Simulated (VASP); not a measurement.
# NbP3 (I4/mmm) in VASP: a series of runs

The runs below take NbP3 through single point, relaxation of cell and atoms, with PBE.

All numbers are computed with VASP 6.6.1; they aren't measurements. Logs are shortened: lines on timing, memory, paths and dates and some standing lists are left out, and cuts for length are marked.

## (1) The cell of the first run

The structure is tetragonal, space group I4/mmm (No. 139). Conventional cell: a = 3.692 Å, b = 3.692 Å, c = 8.700 Å, α = 90.00°, β = 90.00°, γ = 90.00°. Nb (site symmetry 4/mmm) has 12 P at 2.61 to 2.85 Å within 3.4 Å. P (site symmetry 4/mmm) has 4 Nb at 2.61 Å and 8 P at 2.85 Å within 3.4 Å. P (site symmetry -4m2) has 8 P at 2.61 to 2.85 Å and 4 Nb at 2.85 Å within 3.4 Å.

## (2) Single point, PBE

The input, INCAR:

```
SYSTEM = NbP3
  ALGO = Normal
  EDIFF = 1E-7
  ENCUT = 520
  GGA = PE
  ISIF = 2
  ISMEAR = 0
  LASPH = .TRUE.
  LCHARG = .FALSE.
  LREAL = .FALSE.
  LWAVE = .FALSE.
  NBANDS = 22
  NELM = 60
  PREC = Accurate
  SIGMA = 0.1
```

The input, KPOINTS:

```
k-points
0
G
  6 6 6
  0 0 0
```

The input, POSCAR:

```
NbP3
1.0
   -1.8460725820      1.8460725820      4.3498214610
    1.8460725820     -1.8460725820      4.3498214610
    1.8460725820      1.8460725820     -4.3498214610
Nb P
1 3
Direct
    0.0000000000      0.0000000000      0.0000000000
    0.5000000000      0.5000000000      0.0000000000
    0.2500000000      0.7500000000      0.5000000000
    0.7500000000      0.2500000000      0.5000000000
```

Potentials or basis: VASP PAW PBE potentials, release 64 (Nb_sv, P).

On the command line:

```sh
cat potpaw_PBE.64/Nb_sv/POTCAR potpaw_PBE.64/P/POTCAR > POTCAR
mpirun -np 1 vasp_std > vasp.out
```

OUTCAR:

```text
SYSTEM = NbP3
   EDIFF = 1E-7
   ENCUT = 520
   GGA = PE
   ISIF = 2
   ISMEAR = 0
   LASPH = .TRUE.
   LREAL = .FALSE.
   NELM = 60
   PREC = Accurate

 ion  position               nearest neighbor table
   1  0.000  0.000  0.000-   2 2.61   2 2.61   2 2.61   2 2.61   4 2.85   3 2.85   4 2.85   3 2.85
                             4 2.85   4 2.85   3 2.85   3 2.85
   2  0.500  0.500  0.000-   1 2.61   1 2.61   1 2.61   1 2.61   4 2.85   3 2.85   4 2.85   4 2.85
                             3 2.85   3 2.85   4 2.85   3 2.85
   3  0.250  0.750  0.500-   4 2.61   4 2.61   4 2.61   4 2.61   2 2.85   1 2.85   2 2.85   2 2.85
                             1 2.85   1 2.85   2 2.85   1 2.85
   4  0.750  0.250  0.500-   3 2.61   3 2.61   3 2.61   3 2.61   2 2.85   1 2.85   2 2.85   1 2.85
                             2 2.85   2 2.85   1 2.85   1 2.85

  LATTYP: Found a body centered tetragonal cell.
 ALAT       =     3.6921451640
 C/A-ratio  =     2.3562570093

  Lattice vectors:

 A1 = (  -1.8460725820,   1.8460725820,   4.3498214610)
 A2 = (   1.8460725820,  -1.8460725820,   4.3498214610)
 A3 = (   1.8460725820,   1.8460725820,  -4.3498214610)

Analysis of symmetry for initial positions (statically):
=====================================================================
 Subroutine PRICEL returns:
 Original cell was already a primitive cell.

 Routine SETGRP: Setting up the symmetry group for a
 body centered tetragonal supercell.

 Subroutine GETGRP returns: Found 16 space group operations
 (whereof 16 operations were pure point group operations)
 out of a pool of 16 trial point group operations.

The static configuration has the point symmetry D_4h.

Analysis of symmetry for dynamics (positions and initial velocities):
=====================================================================
 Subroutine PRICEL returns:
 Original cell was already a primitive cell.

 Routine SETGRP: Setting up the symmetry group for a
 body centered tetragonal supercell.

 Subroutine GETGRP returns: Found 16 space group operations
 (whereof 16 operations were pure point group operations)
 out of a pool of 16 trial point group operations.

The dynamic configuration has the point symmetry D_4h.

 Subroutine INISYM returns: Found 16 space group operations
 (whereof 16 operations are pure point group operations),
 and found     1 'primitive' translations

----------------------------------------------------------------------------------------

                                     Primitive cell

  volume of cell :      59.2965

  direct lattice vectors                    reciprocal lattice vectors
    -1.846072582  1.846072582  4.349821461     0.000000000  0.270845255  0.114947247
     1.846072582 -1.846072582  4.349821461     0.270845255  0.000000000  0.114947247
     1.846072582  1.846072582 -4.349821461     0.270845255  0.270845255  0.000000000

  length of vectors
     5.073156286  5.073156286  5.073156286     0.294227840  0.294227840  0.383033034

  position of ions in fractional coordinates (direct lattice)
     0.000000000  0.000000000  0.000000000
     0.500000000  0.500000000  0.000000000
     0.250000000  0.750000000  0.500000000
     0.750000000  0.250000000  0.500000000

  ion indices of the primitive-cell ions
   primitive index   ion index
                 1           1
                 2           2
                 3           3
                 4           4

----------------------------------------------------------------------------------------

 KPOINTS: k-points

Automatic generation of k-mesh.
 Grid dimensions read from file:
 generate k-points for:    6    6    6

 Generating k-lattice:

  Cartesian coordinates                     Fractional coordinates (reciprocal lattice)
     0.000000000  0.045140876  0.019157874     0.166666667  0.000000000  0.000000000
     0.045140876  0.000000000  0.019157874     0.000000000  0.166666667  0.000000000
     0.045140876  0.045140876  0.000000000     0.000000000  0.000000000  0.166666667

  Length of vectors
     0.049037973  0.049037973  0.063838839

  Shift w.r.t. Gamma in fractional coordinates (k-lattice)
     0.000000000  0.000000000  0.000000000

 Subroutine IBZKPT returns following result:
 ===========================================

 Found     30 irreducible k-points:

 Following reciprocal coordinates:
            Coordinates               Weight
  0.000000  0.000000  0.000000      1.000000
  0.166667  0.000000 -0.000000      8.000000
  0.333333 -0.000000  0.000000      8.000000
  0.500000  0.000000 -0.000000      4.000000
  0.166667  0.166667  0.000000      8.000000
  0.333333  0.166667  0.000000     16.000000
[... 16 lines left out ...]
 -0.333333 -0.333333  0.166667      8.000000
 -0.166667 -0.333333  0.166667      8.000000
 [... further k-points ...]
   k-points           NKPTS =     30   k-points in BZ     NKDIM =     30   number of bands    NBANDS=     22
   number of dos      NEDOS =    301   number of ions     NIONS =      4
   total plane-waves  NPLWV =  64000
   dimension x,y,z NGX =    40 NGY =   40 NGZ =   40
   dimension x,y,z NGXF=    80 NGYF=   80 NGZF=   80
   ions per type =               1   3
   NGX,Y,Z   is equivalent  to a cutoff of  13.11, 13.11, 13.11 a.u.
   NGXF,Y,Z  is equivalent  to a cutoff of  26.22, 26.22, 26.22 a.u.
 SYSTEM =  NbP3
   PREC   = accura    normal or accurate (medium, high low for compatibility)
   ISTART =      0    job   : 0-new  1-cont  2-samecut
   ICHARG =      2    charge: 1-file 2-atom 10-const
   ISPIN  =      1    spin polarized calculation?
   LNONCOLLINEAR =      F non collinear calculations
   LSORBIT =      F    spin-orbit coupling
   LASPH  =      T    aspherical Exc in radial PAW
   ENCUT  =  520.0 eV  38.22 Ry    6.18 a.u.   9.43  9.43  9.43*2*pi/ulx,y,z
   NELM   =     60;   NELMIN=  2; NELMDL= -5     # of ELM steps
   EDIFF  = 0.1E-06   stopping-criterion for ELM
   LREAL  =      F    real-space projection
   EDIFFG = 0.1E-05   stopping-criterion for IOM
   NSW    =      0    number of steps for IOM
   IBRION =     -1    ionic relax: 0-MD 1-quasi-New 2-CG
   NFREE  =      0    steps in history (QN), initial steepest desc. (CG)
   ISIF   =      2    stress and relaxation
   ISYM   =      2    0-nonsym 1-usesym 2-fastsym
   POTIM  = 0.5000    time-step for ionic-motion
   TEBEG  =    0.0;   TEEND  =   0.0 temperature during run
   PSTRESS=    0.0 pullay stress
   NELECT =      28.0000    total number of electrons
   NUPDOWN=      -1.0000    fix difference up-down
   EMIN   =  10.00;   EMAX   =-10.00  energy-range for DOS
   EFERMI =   0.00;   METHOD = LEGACY
   ISMEAR =     0;   SIGMA  =   0.10  broadening in eV -4-tet -1-fermi 0-gaus
   EFERMI_NEDOS =   21; number of points for ismear=-14 and -15
   IALGO  =     38    algorithm
   IMIX   =      4    mixing-type and parameters
     AMIX     =   0.40;   BMIX     =  1.00
     AMIX_MAG =   1.60;   BMIX_MAG =  1.00
  volume/ion in A,a.u.               =      14.82       100.04
  Fermi-wavevector in a.u.,A,eV,Ry     =   1.274827  2.409073 22.111962  1.625183
  Thomas-Fermi vector in A             =   2.407573
   LORBIT       =      0    0 simple, 1 ext, 2 COOP (PROOUT), +10 PAW based schemes
   GGA     = PE    functional components
   LHFCALC =     F    Hartree Fock is set to
   AEXX    =    0.0000 exact exchange contribution
   IVDW    =     0    specifies the selected vdW correction
   LEPSILON=     F    determine dielectric tensor
   LRPA    =     F    only Hartree local field effects (RPA)
 non-spin polarized calculation
 Gauss-broadening in eV      SIGMA  =   0.10
  energy-cutoff  :      520.00
  volume of cell :       59.30
 maximum number of plane-waves:      1629
 NGX is ok and might be reduce to    40
   NGX = 19   NGY = 19   NGZ = 19

 number of electron      28.0000001 magnetization

 Free energy of the ion-electron system (eV)
  ---------------------------------------------------
  ext. energy  EPLUGINS =         0.00000000
  ---------------------------------------------------
  free energy    TOTEN  =       -25.99399279 eV

  energy without entropy =      -25.98480660  energy(sigma->0) =      -25.98939970

 E-fermi :  11.2096     XC(G=0): -11.9308

 val. band max:       11.1728758013   @ k =  -0.1667   0.1667   0.0000
 cond. band min:      11.2310389175   @ k =  -0.1667   0.3333   0.1667
 fundamental gap:      0.0581631161
 Fermi energy:        11.2096325930

 k-point     1 :       0.0000    0.0000    0.0000
  band No.  band energies     occupation
      1     -44.5687      2.00000
      2     -20.6463      2.00000
      3     -20.6463      2.00000
      4     -20.6113      2.00000
      5      -4.2441      2.00000
      6       1.4225      2.00000
[... 14 lines left out ...]
     21      15.1702      0.00000
     22      15.2689      0.00000

 k-point     2 :       0.1667    0.0000   -0.0000
  band No.  band energies     occupation
      1     -44.5675      2.00000
      2     -20.6734      2.00000
      3     -20.6436      2.00000
      4     -20.6098      2.00000
      5      -3.8958      2.00000
      6       1.3387      2.00000
[... 14 lines left out ...]
     21      15.0019      0.00000
     22      16.0161      0.00000

 k-point     3 :       0.3333   -0.0000    0.0000
  band No.  band energies     occupation
      1     -44.5650      2.00000
      2     -20.7270      2.00000
      3     -20.6384      2.00000
      4     -20.6068      2.00000
      5      -2.9051      2.00000
      6       0.3942      2.00000
[... 14 lines left out ...]
     21      15.4262      0.00000
     22      17.6359      0.00000
[... 476 lines left out ...]
 k-point    23 :      -0.3333   -0.3333    0.1667
  band No.  band energies     occupation
      1     -44.5662      2.00000
      2     -20.6723      2.00000
      3     -20.6690      2.00000
      4     -20.6140      2.00000
      5      -2.9619      2.00000
      6      -0.3044      2.00000
[... 14 lines left out ...]
     21      15.8751      0.00000
     22      15.9210      0.00000

 k-point    24 :      -0.1667   -0.3333    0.1667
  band No.  band energies     occupation
      1     -44.5674      2.00000
      2     -20.6738      2.00000
      3     -20.6440      2.00000
      4     -20.6146      2.00000
      5      -3.5197      2.00000
      6       0.1168      2.00000
[... 14 lines left out ...]
     21      14.6811      0.00000
     22      16.0958      0.00000

 [... further k-points ...]

------------------------ aborting loop because EDIFF is reached ----------------------------------------

  FORCE on cell =-STRESS in cart. coord.  units (eV):
  Direction    XX          YY          ZZ          XY          YZ          ZX
  --------------------------------------------------------------------------------------
  -------------------------------------------------------------------------------------
  Total       -0.0890827     -0.0890827     -0.0983206      0.0000000     -0.0000000      0.0000000
  in kB       -2.4069934     -2.4069934     -2.6565989      0.0000000     -0.0000000      0.0000000
  external PRESSURE =      -2.4901952 kB  Pullay stress =       0.0000000 kB

 VOLUME and BASIS-vectors are now :
 -----------------------------------------------------------------------------
  energy-cutoff  :      520.00
  volume of cell :       59.30
      direct lattice vectors                 reciprocal lattice vectors
    -1.846072582  1.846072582  4.349821461     0.000000000  0.270845255  0.114947247
     1.846072582 -1.846072582  4.349821461     0.270845255  0.000000000  0.114947247
     1.846072582  1.846072582 -4.349821461     0.270845255  0.270845255  0.000000000

 POSITION                                       TOTAL-FORCE (eV/Angst)
 -----------------------------------------------------------------------------------
      0.00000      0.00000      0.00000         0.000000     -0.000000      0.000000
      0.00000      0.00000      4.34982         0.000000     -0.000000      0.000000
      1.84607     -0.00000      2.17491        -0.000000     -0.000000     -0.000000
     -0.00000      1.84607      2.17491         0.000000      0.000000     -0.000000
 -----------------------------------------------------------------------------------
    total drift:                               -0.000000     -0.000000      0.000000

  FREE ENERGIE OF THE ION-ELECTRON SYSTEM (eV)
  ---------------------------------------------------
  free  energy   TOTEN  =       -25.9939927878 eV

  energy  without entropy=      -25.9848066029  energy(sigma->0) =      -25.98939970
```

It took 28 s on 1 thread of Intel Xeon 6975P-C (Granite Rapids), shared host; peak memory 0.24 GiB.

What came out:

| Property | Result |
| --- | --- |
| Free energy | -25.9940 eV |
| Pressure | -0.2 GPa |
| Band gap on the k mesh | zero (bands 14 and 15 overlap by 1.79 eV) |

Levels at points of the mesh, in eV from the Fermi level:
| k point | band 11 | band 12 | band 13 | band 14 | band 15 | band 16 | band 17 | band 18 |
| --- | --- | --- | --- | --- | --- | --- | --- | --- |
| (0.00, 0.00, 0.00) | -4.42 | -2.05 | -2.05 | -0.89 | 0.37 | 1.38 | 1.92 | 1.92 |
| (0.50, 0.00, 0.00) | -2.42 | -2.15 | -2.15 | -1.56 | -0.72 | 0.62 | 1.66 | 1.91 |
| (0.50, 0.50, 0.00) | -4.72 | -2.26 | -0.98 | 0.70 | 0.91 | 1.04 | 1.84 | 2.82 |
| (0.50, 0.50, 0.50) | -1.15 | -1.15 | -1.03 | -0.75 | -0.12 | 0.03 | 0.03 | 0.17 |

## (3) Relaxation of cell and atoms, PBE

This run uses another cell than the first one, of 16.96 Å³/atom.

The input, INCAR:

```
SYSTEM = NbP3
PREC = Accurate ; ENCUT = 600
EDIFF = 1E-7 ; ISMEAR = 0
SIGMA = 0.1 ; LREAL = .FALSE.
LASPH = .TRUE. ; NELM = 60
ALGO = Normal ; ISIF = 3
LWAVE = .FALSE. ; LCHARG = .FALSE.
GGA = PE ; IBRION = 2
NSW = 90 ; EDIFFG = -0.04
```

The input, KPOINTS:

```
regular mesh
0
G
  6 6 6
  0 0 0
```

The input, POSCAR:

```
NbP3
1.0
   -1.9654903779      1.9654903779      4.3904460390
    1.9654903779     -1.9654903779      4.3904460390
    1.9654903779      1.9654903779     -4.3904460390
Nb P
1 3
Direct
    0.0000000000      0.0000000000      0.0000000000
    0.5000000000      0.5000000000      0.0000000000
    0.2500000000      0.7500000000      0.5000000000
    0.7500000000      0.2500000000      0.5000000000
```

Potentials or basis: VASP PAW PBE potentials, release 64 (Nb_sv, P).

On the command line:

```sh
cat potpaw_PBE.64/Nb_sv/POTCAR potpaw_PBE.64/P/POTCAR > POTCAR
mpirun -np 1 vasp_std > vasp.out
```

Run time: 3.8 min. Hardware: 1 thread of Intel Xeon 6975P-C (Granite Rapids), shared host; peak memory 0.29 GiB.

The run converged. Its results:

```yaml
Free_energy: -25.9960 eV
Relaxed_volume: 14.80 Å³/atom
Relaxed_cell: a = 5.068 Å, b = 5.068 Å, c = 5.068 Å, α = 137.29°, β = 137.29°, γ = 61.99°
Space_group_after_relaxing_to_0.1_Å: I4/mmm (No. 139)
Energy_gained_by_relaxing: 124.6 meV/atom
Ionic_steps: 9
Pressure_after_relaxing: 0.0 GPa
Band_gap_on_the_k_mesh: zero (bands 14 and 15 overlap by 1.81 eV)
```

Step by step:
```tsv
step	energy change (eV)	largest force (eV/Å)	pressure (GPa)	volume (Å³)
1	0.0000	0.0000	-14.33	67.84
2	-0.2860	0.0000	14.27	53.99
3	-0.4876	0.0000	0.22	58.81
4	-0.4875	0.0000	0.63	58.64
5	-0.4945	0.0000	0.59	58.78
6	-0.4981	0.0000	0.54	58.97
7	-0.4981	0.0000	0.54	58.96
8	-0.4979	0.0000	-0.63	59.47
9	-0.4985	0.0000	0.00	59.19
```

Final structure:
```yaml
crystal:
  lattice:
    - [-1.84545, 1.84545, 4.34469]
    - [1.84545, -1.84545, 4.34469]
    - [1.84545, 1.84545, -4.34469]
  atoms:
    - { symbol: Nb, position: [0.00000, 0.00000, 0.00000] }
    - { symbol: P, position: [0.50000, 0.50000, 0.00000] }
    - { symbol: P, position: [0.25000, 0.75000, 0.50000] }
    - { symbol: P, position: [0.75000, 0.25000, 0.50000] }
```

Levels at points of the mesh, in eV from the Fermi level:
```
           k point  band 11  band 12  band 13  band 14  band 15  band 16  band 17  band 18
(0.00, 0.00, 0.00)    -4.44    -2.06    -2.06    -0.90     0.36     1.39     1.93     1.93
(0.50, 0.00, 0.00)    -2.43    -2.16    -2.16    -1.57    -0.73     0.62     1.67     1.91
(0.50, 0.50, 0.00)    -4.74    -2.26    -0.98     0.70     0.92     1.04     1.84     2.83
(0.50, 0.50, 0.50)    -1.16    -1.16    -1.03    -0.75    -0.11     0.03     0.03     0.17
```

## (4) Single point, PBE

The input, INCAR:

```
SYSTEM = NbP3
  PREC = Accurate
  ENCUT = 520
  EDIFF = 1E-6
  ISMEAR = 0
  SIGMA = 0.1
  LREAL = .False.
  LASPH = .True.
  NELM = 80
  ALGO = Normal
  ISIF = 2
  LWAVE = .False.
  LCHARG = .False.
  GGA = PE
  NBANDS = 22
```

The input, KPOINTS:

```
regular mesh
0
Gamma
  18 18 18
  0 0 0
```

The input, POSCAR:

```
NbP3
1.0
   -1.8515927675      1.8515927675      4.3290597146
    1.8515927675     -1.8515927675      4.3290597146
    1.8515927675      1.8515927675     -4.3290597146
Nb P
1 3
Direct
    0.0000000000      0.0000000000      0.0000000000
    0.5000000000      0.5000000000      0.0000000000
    0.2500000000      0.7500000000      0.5000000000
    0.7500000000      0.2500000000      0.5000000000
```

On the command line:

```sh
cat potpaw_PBE.64/Nb_sv/POTCAR potpaw_PBE.64/P/POTCAR > POTCAR
mpirun -np 1 vasp_std > vasp.out
```

Wall time 6 min (1 thread of Intel Xeon 6975P-C (Granite Rapids), shared host); peak memory 0.66 GiB.

Results (log left out):

```yaml
Free_energy: -25.9540 eV
Pressure: -0.3 GPa
Band_gap_on_the_k_mesh: zero (bands 14 and 15 overlap by 2.40 eV)
```

Levels at points of the mesh, in eV from the Fermi level:
| k point | band 11 | band 12 | band 13 | band 14 | band 15 | band 16 | band 17 | band 18 |
| --- | --- | --- | --- | --- | --- | --- | --- | --- |
| (0.00, 0.00, 0.00) | -4.47 | -2.11 | -2.11 | -0.93 | 0.37 | 1.31 | 1.93 | 1.93 |
| (0.50, 0.00, 0.00) | -2.44 | -2.17 | -2.17 | -1.61 | -0.73 | 0.55 | 1.65 | 1.92 |
| (0.50, 0.50, 0.00) | -4.73 | -2.25 | -0.95 | 0.66 | 0.93 | 0.97 | 1.82 | 2.86 |
| (0.50, 0.50, 0.50) | -1.19 | -1.19 | -1.02 | -0.79 | -0.06 | 0.03 | 0.03 | 0.14 |

## (5) Overview

| task | cell | k mesh | cutoff (eV) | gap on the mesh (eV) | pressure (GPa) |
| --- | --- | --- | --- | --- | --- |
| single point | a = 5.073 Å, angles 137.3, 137.3, 61.9°, 4 atoms | 6 × 6 × 6 | 520 | none | -0.2 |
| relaxation of cell and atoms | relaxed from a = 5.196 Å, angles 135.6, 135.6, 64.7°, 4 atoms | 6 × 6 × 6 | 600 | none | 0.0 |
| single point | a = 5.059 Å, angles 137.1, 137.1, 62.3°, 4 atoms | 18 × 18 × 18 | 520 | none | -0.3 |

Alike in all rows: level PBE; potentials or basis VASP PAW PBE potentials, release 64 (Nb_sv, P); no spin polarisation; smearing gaussian 0.1 eV.

Total energies depend on the potentials used, so only differences within one code and one set of settings carry meaning.
